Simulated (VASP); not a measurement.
LiF:

```
Li F
1.0
    -0.02992    1.99487    1.99487
     1.99487   -0.02992    1.99487
     1.96495    1.96495    0.00000
Li F
1 1
Cartesian
  0.0000 0.0000 0.0000
  1.9649 1.9649 1.9949
```

This cell differs from its parent crystal: shear xy strain -3.0%.

Base run:

* Program: VASP 6.6.1
* Functional: PBE
* Potentials or basis: VASP PAW PBE potentials, release 64 (Li_sv, F)
* Cutoff: 520 eV
* k mesh: 10 × 10 × 10
* Occupations: fermi-dirac, width 0.02 eV
* Spin: no spin polarisation

Its results: band gap on the k mesh 9.26 eV, direct.

Q: The run is repeated on the same cell with these changes: functional from PBE to r2SCAN; occupations from fermi-dirac, width 0.02 eV to gaussian, width 0.01 eV. What comes out?

A: Band gap on the k mesh 10.46 eV, direct.

A k mesh can miss the band edges.
